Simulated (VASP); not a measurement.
## TiSi: single point with r2SCAN

TiSi:

```xyz
2
Lattice="1.8162 -2.1176 0.0000 1.8162 2.1176 0.0000 0.0000 0.0000 3.7469" Properties=species:S:1:pos:R:3 pbc="T T T"
Ti    1.8162    0.0000    0.0000
Si    0.0000    0.0000    1.8734
```

This cell differs from its parent crystal: strain +0.000 along x and y, -0.015 along z.

| Item | Value |
| --- | --- |
| Program | VASP 6.6.1 |
| Task | single point |
| Functional | r2SCAN |
| Potentials or basis | VASP PAW PBE potentials, release 64 (Ti_sv, Si) |
| Cutoff | 520 eV |
| k mesh | 18 × 18 × 12 |
| Occupations | gaussian, width 0.15 eV |
| Spin | no spin polarisation |
| Dipole correction | no |
| Further INCAR settings | ALGO = Normal; EDIFF = 1e-06; NBANDS = 15 |

```
Pressure               : 1.0 GPa
Band gap on the k mesh : zero (band 8 reaches 11.16 eV, above the bottom of band 9 at 9.45 eV)
```

Stress tensor (GPa, compression positive):
```
 0.46  0.00  0.00
 0.00 -0.61  0.00
 0.00  0.00  3.12
```

Levels at points of the mesh, in eV from the Fermi level:
| k point | band 6 | band 7 | band 8 | band 9 | band 10 | band 11 |
| --- | --- | --- | --- | --- | --- | --- |
| (0.00, 0.00, 0.00) | -2.54 | -1.73 | -1.32 | 1.79 | 2.62 | 3.24 |
| (0.50, 0.00, 0.00) | -6.85 | -2.98 | -0.91 | 1.92 | 2.57 | 4.46 |
| (0.50, 0.50, 0.00) | -4.16 | -1.79 | -1.34 | -0.78 | -0.30 | 3.34 |
| (0.00, 0.00, 0.50) | -6.96 | -0.96 | 0.60 | 0.82 | 1.87 | 3.35 |
| (0.50, 0.00, 0.50) | -5.23 | -2.98 | -1.88 | 1.67 | 2.01 | 2.13 |
| (0.50, 0.50, 0.50) | -4.08 | -3.72 | -3.17 | 2.44 | 2.57 | 2.72 |

It took 19 min on 1 thread of Oxide Virtual Turin-like Processor, with other jobs on the host, peak memory 0.34 GiB.

Caveat: the cell differs from its parent crystal (strain +0.000 along x and y, -0.015 along z); the PAW data sets were made with another functional, which shifts forces and pressure a little.
